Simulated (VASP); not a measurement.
# Cs2B (Fm-3m) in VASP: a series of runs, part 2 of 2

VASP 6.6.1. Earlier steps stand in the parts before.

## (3) Relaxation of cell and atoms, PBE

This run uses another cell than the first one, of 46.33 Å³/atom.

Input file INCAR:

```
ALGO = Fast
EDIFF = 1E-6
EDIFFG = -0.01
ENCUT = 600
GGA = PE
IBRION = 2
ISIF = 3
ISMEAR = 0
LASPH = T
LCHARG = F
LREAL = F
LWAVE = F
NELM = 80
NSW = 100
PREC = Accurate
SIGMA = 0.1
```

Input file KPOINTS:

```
k-points
0
Gamma
  10 10 10
```

Input file POSCAR:

```
Cs2B
1.0
    0.0000000000      4.1112951040      4.1112951040
    4.1112951040      0.0000000000      4.1112951040
    4.1112951040      4.1112951040      0.0000000000
Cs B
2 1
Direct
    0.2500000000      0.2500000000      0.2500000000
    0.7500000000      0.7500000000      0.7500000000
    0.0000000000      0.0000000000      0.0000000000
```

Potentials or basis: VASP PAW PBE potentials, release 64 (Cs_sv, B).

Started as:

```
$ cat potpaw_PBE.64/Cs_sv/POTCAR potpaw_PBE.64/B/POTCAR > POTCAR
$ mpirun -np 1 vasp_std > vasp.out
```

OUTCAR:

```text
EDIFF = 1E-6
   EDIFFG = -0.01
   ENCUT = 600
   GGA = PE
   IBRION = 2
   ISIF = 3
   ISMEAR = 0
   LASPH = T
   LREAL = F
   NELM = 80
   NSW = 100
   PREC = Accurate

 ion  position               nearest neighbor table
   1  0.250  0.250  0.250-
   2  0.750  0.750  0.750-
   3  0.000  0.000  0.000-

  LATTYP: Found a face centered cubic cell.
 ALAT       =     8.2225902080

  Lattice vectors:

 A1 = (   0.0000000000,   4.1112951040,   4.1112951040)
 A2 = (   4.1112951040,   0.0000000000,   4.1112951040)
 A3 = (   4.1112951040,   4.1112951040,   0.0000000000)

Analysis of symmetry for initial positions (statically):
=====================================================================
 Subroutine PRICEL returns:
 Original cell was already a primitive cell.

 Routine SETGRP: Setting up the symmetry group for a
 face centered cubic supercell.

 Subroutine GETGRP returns: Found 48 space group operations
 (whereof 48 operations were pure point group operations)
 out of a pool of 48 trial point group operations.

The static configuration has the point symmetry O_h .

Analysis of symmetry for dynamics (positions and initial velocities):
=====================================================================
 Subroutine PRICEL returns:
 Original cell was already a primitive cell.

 Routine SETGRP: Setting up the symmetry group for a
 face centered cubic supercell.

 Subroutine GETGRP returns: Found 48 space group operations
 (whereof 48 operations were pure point group operations)
 out of a pool of 48 trial point group operations.

The dynamic configuration has the point symmetry O_h .

 Subroutine INISYM returns: Found 48 space group operations
 (whereof 48 operations are pure point group operations),
 and found     1 'primitive' translations

----------------------------------------------------------------------------------------

                                     Primitive cell

  volume of cell :     138.9844

[... 129 lines left out ...]

--------------------------------------- Ionic step        1  -------------------------------------------

 number of electron      21.0000001 magnetization

 Free energy of the ion-electron system (eV)
  ---------------------------------------------------
  ext. energy  EPLUGINS =         0.00000000
  ---------------------------------------------------
  free energy    TOTEN  =        -4.47590762 eV

  energy without entropy =       -4.44116491  energy(sigma->0) =       -4.45853627

------------------------ aborting loop because EDIFF is reached ----------------------------------------

  FORCE on cell =-STRESS in cart. coord.  units (eV):
  Direction    XX          YY          ZZ          XY          YZ          ZX
  --------------------------------------------------------------------------------------
  -------------------------------------------------------------------------------------
  Total        0.2221554      0.2221554      0.2221554      0.0000000      0.0000000      0.0000000
  in kB        2.5609529      2.5609529      2.5609529      0.0000000      0.0000000      0.0000000
  external PRESSURE =       2.5609529 kB  Pullay stress =       0.0000000 kB
[... 61 lines left out ...]
--------------------------------------- Ionic step        3  -------------------------------------------

 number of electron      21.0000000 magnetization

 Free energy of the ion-electron system (eV)
  ---------------------------------------------------
  ext. energy  EPLUGINS =         0.00000000
  ---------------------------------------------------
  free energy    TOTEN  =        -4.47980656 eV

  energy without entropy =       -4.44332288  energy(sigma->0) =       -4.46156472

 E-fermi :   1.4904     XC(G=0):  -7.2133

 val. band max:        1.4819086154   @ k =  -0.3000   0.3000   0.1000
 cond. band min:       1.4921568657   @ k =   0.4000   0.2000   0.1000
 fundamental gap:      0.0102482503
 Fermi energy:         1.4904413323

 k-point     1 :       0.0000    0.0000    0.0000
  band No.  band energies     occupation
      1     -21.4230      2.00000
      2     -21.2353      2.00000
      3      -8.4431      2.00000
      4      -8.4431      2.00000
      5      -8.4431      2.00000
      6      -7.8959      2.00000
      7      -7.8959      2.00000
      8      -7.8959      2.00000
      9      -3.8708      2.00000
     10       1.0925      2.00000
     11       1.0925      2.00000
     12       1.0925      2.00000
     13       2.3071      0.00000
     14       3.5062      0.00000
[... 377 lines left out ...]
      1     -21.3682      2.00000
      2     -21.2861      2.00000
      3      -8.6099      2.00000
      4      -8.5421      2.00000
      5      -8.5386      2.00000
      6      -7.8949      2.00000
      7      -7.8482      2.00000
      8      -7.8432      2.00000
      9      -3.5295      2.00000
     10       0.7595      2.00000
     11       1.7700      0.00008
     12       1.7900      0.00002
     13       3.0327      0.00000
     14       4.1298      0.00000

 [... further k-points ...]
[... 5 lines left out ...]
  --------------------------------------------------------------------------------------
  -------------------------------------------------------------------------------------
  Total       -0.0018911     -0.0018911     -0.0018911     -0.0000000     -0.0000000     -0.0000000
  in kB       -0.0210302     -0.0210302     -0.0210302     -0.0000000     -0.0000000     -0.0000000
  external PRESSURE =      -0.0210302 kB  Pullay stress =       0.0000000 kB
[... 18 lines left out ...]
  FREE ENERGIE OF THE ION-ELECTRON SYSTEM (eV)
  ---------------------------------------------------
  free  energy   TOTEN  =        -4.4798065619 eV

  energy  without entropy=       -4.4433228791  energy(sigma->0) =       -4.46156472

 reached required accuracy - stopping structural energy minimisation
```

OSZICAR:

```text
N       E                     dE             d eps       ncg     rms          rms(c)
DAV:   1     0.143652837177E+03    0.14365E+03   -0.86721E+03  1316   0.131E+03
DAV:   2     0.939216829793E+01   -0.13426E+03   -0.13228E+03  1764   0.204E+02
DAV:   3    -0.503545482857E+01   -0.14428E+02   -0.14340E+02  1550   0.743E+01
DAV:   4    -0.528237265082E+01   -0.24692E+00   -0.24418E+00  1676   0.112E+01
[... 27 lines left out ...]
RMM:   6    -0.447980428505E+01   -0.11266E-04   -0.12175E-04  1389   0.685E-02    0.167E-02
RMM:   7    -0.447980722857E+01   -0.29435E-05   -0.30302E-05  1478   0.330E-02    0.420E-03
RMM:   8    -0.447980535282E+01    0.18757E-05   -0.10595E-05  1338   0.192E-02    0.324E-03
RMM:   9    -0.447980656790E+01   -0.12151E-05   -0.17620E-06   854   0.874E-03    0.135E-03
RMM:  10    -0.447980656191E+01    0.59820E-08   -0.32138E-07   707   0.357E-03
   3 F= -.44798066E+01 E0= -.44615647E+01  d E =-.389894E-02
```

CONTCAR:

```text
Cs2B
   1.00000000000000
     0.0000000000000000    4.1608675815732239    4.1608675815732239
     4.1608675815732239    0.0000000000000000    4.1608675815732239
     4.1608675815732239    4.1608675815732239    0.0000000000000000
  Cs              B
     2     1
Direct
     0.2500000000000000    0.2500000000000000    0.2500000000000000
     0.7500000000000000    0.7500000000000000    0.7500000000000000
     0.0000000000000000    0.0000000000000000    0.0000000000000000

  0.00000000E+00  0.00000000E+00  0.00000000E+00
  0.00000000E+00  0.00000000E+00  0.00000000E+00
  0.00000000E+00  0.00000000E+00  0.00000000E+00
```

Wall time 4.7 min (1 thread of Oxide Virtual Turin-like, shared host); peak memory 0.38 GiB.

What came out:

| Property | Result |
| --- | --- |
| Free energy | -4.4798 eV |
| Relaxed volume | 48.02 Å³/atom |
| Relaxed cell | a = 5.884 Å, b = 5.884 Å, c = 5.884 Å, α = 60.00°, β = 60.00°, γ = 60.00° |
| Space group after relaxing (to 0.1 Å) | Fm-3m (No. 225) |
| Energy gained by relaxing | 1.3 meV/atom |
| Ionic steps | 3 |
| Pressure after relaxing | 0.0 GPa |
| Band gap on the k mesh | zero (an odd number of electrons rules out a gap without spin polarisation) |

Step by step:
```csv
step,energy change (eV),largest force (eV/Å),pressure (GPa),volume (Å³)
1,0.0000,0.0000,0.26,138.98
2,-0.0020,0.0000,0.18,140.48
3,-0.0039,0.0000,0.00,144.07
```

Final structure:
```
CELL_PARAMETERS angstrom
0.00000 4.16087 4.16087
4.16087 0.00000 4.16087
4.16087 4.16087 0.00000
ATOMIC_POSITIONS crystal
Cs 0.25000 0.25000 0.25000
Cs 0.75000 0.75000 0.75000
B 0.00000 0.00000 0.00000
```

Caveat: spin-orbit coupling is left out, which moves the levels of the heavy elements.
